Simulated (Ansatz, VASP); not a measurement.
## AlIr in VASP and in Ansatz

```xyz
2
Lattice="2.9946 0.0000 0.0000 0.0000 2.9946 0.0000 0.0000 0.0000 2.9946" Properties=species:S:1:pos:R:3 pbc="T T T"
Al    0.0000    0.0000    0.0000
Ir    1.4973    1.4973    1.4973
```

Alike in both runs: task single point; functional LDA; k mesh 11 × 11 × 11; occupations fermi-dirac, width 0.03 eV; no spin polarisation.

|  | VASP | Ansatz |
| --- | --- | --- |
| version | VASP 6.6.1 | Ansatz 0.2.0 |
| potentials or method | VASP PAW LDA potentials, release 64 (Al, Ir) | PAW with Ansatz's default frozen-core files, scalar-relativistic |
| plane-wave cutoff (eV) | 520 | 420 |
| valence electrons in the cell | 12 | 20 |

|  | VASP | Ansatz | Ansatz less VASP |
| --- | --- | --- | --- |
| pressure (GPa) | -5.2 | -6.3 | -1.10 |

LDA's correlation is that of Perdew and Zunger in VASP and of Perdew and Wang (1992) in Ansatz. VASP's potentials hold 12 valence electrons a cell and Ansatz's 20, so a difference there can come from the potentials and not from the codes.

Neither program's run includes spin-orbit coupling.
